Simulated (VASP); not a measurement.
Crystal: Si.

```
Si
1.0
     0.00000    1.67000    1.67000
     1.67000    0.00000    1.67000
     1.67000    1.67000    0.00000
Si
1
Direct
  0.00000 0.00000 0.00000
```

```yaml
Program: VASP 6.6.1
Task: relaxation of cell and atoms
Functional: RPBE
Potentials_or_basis: VASP PAW PBE potentials, release 64 (Si)
Cutoff: 600 eV
k_mesh: 17 × 17 × 17
Occupations: fermi-dirac, width 0.15 eV
Spin: no spin polarisation
```

At the start: pressure 96.9 GPa; volume 9.31 Å³/atom.

Problem. Where does the relaxation end?

Solution. Over 21 steps the energy falls by 1066.6 meV/atom and the volume is 14.61 Å³/atom (+56.8 %); space group Fm-3m (No. 225, to 0.05 Å).

Step by step:
| step | energy change (eV) | largest force (eV/Å) | pressure (GPa) | volume (Å³) |
| --- | --- | --- | --- | --- |
| 1 | 0.0000 | 0.0000 | 96.87 | 9.31 |
| 2 | -0.8465 | 0.0000 | -12.42 | 19.16 |
| 3 | -1.0661 | 0.0000 | 1.00 | 14.43 |
| 4 | -1.0666 | 0.0000 | -0.36 | 14.68 |
| 5 | -1.0666 | 0.0000 | 0.30 | 14.56 |
| 6 | -1.0666 | 0.0000 | 0.30 | 14.56 |
| 7 | -1.0666 | 0.0000 | 0.30 | 14.56 |
| 8 | -1.0666 | 0.0000 | 0.30 | 14.56 |
| 9 | -1.0666 | 0.0000 | 0.30 | 14.56 |
| 10 | -1.0666 | 0.0000 | 0.30 | 14.56 |
| 11 | -1.0666 | 0.0000 | 0.30 | 14.56 |
| 12 | -1.0666 | 0.0000 | 0.30 | 14.56 |
| 13 | -1.0666 | 0.0000 | 0.30 | 14.56 |
| 14 | -1.0666 | 0.0000 | 0.30 | 14.56 |
| 15 | -1.0666 | 0.0000 | 0.29 | 14.56 |
| 16 | -1.0666 | 0.0000 | 0.29 | 14.56 |
| 17 | -1.0666 | 0.0000 | 0.28 | 14.56 |
| 18 | -1.0666 | 0.0000 | 0.27 | 14.57 |
| 19 | -1.0666 | 0.0000 | 0.24 | 14.57 |
| 20 | -1.0666 | 0.0000 | 0.19 | 14.58 |
| 21 | -1.0666 | 0.0000 | 0.02 | 14.61 |

Final structure:
```cif
data_structure
_symmetry_space_group_name_H-M 'P 1'
_symmetry_Int_Tables_number 1
_cell_length_a 2.7440
_cell_length_b 2.7440
_cell_length_c 2.7440
_cell_angle_alpha 60.000
_cell_angle_beta 60.000
_cell_angle_gamma 60.000
_cell_volume 14.61
loop_
_atom_site_label
_atom_site_type_symbol
_atom_site_fract_x
_atom_site_fract_y
_atom_site_fract_z
_atom_site_occupancy
Si1 Si 0.00000 0.00000 0.00000 1
```

Caveat: the volume moved by over 15 % at a fixed basis, so the end points are rough; the PAW data sets were made with another functional, which shifts forces and pressure a little; the volume moved by +57 % from the deposited cell, more than functionals usually miss.
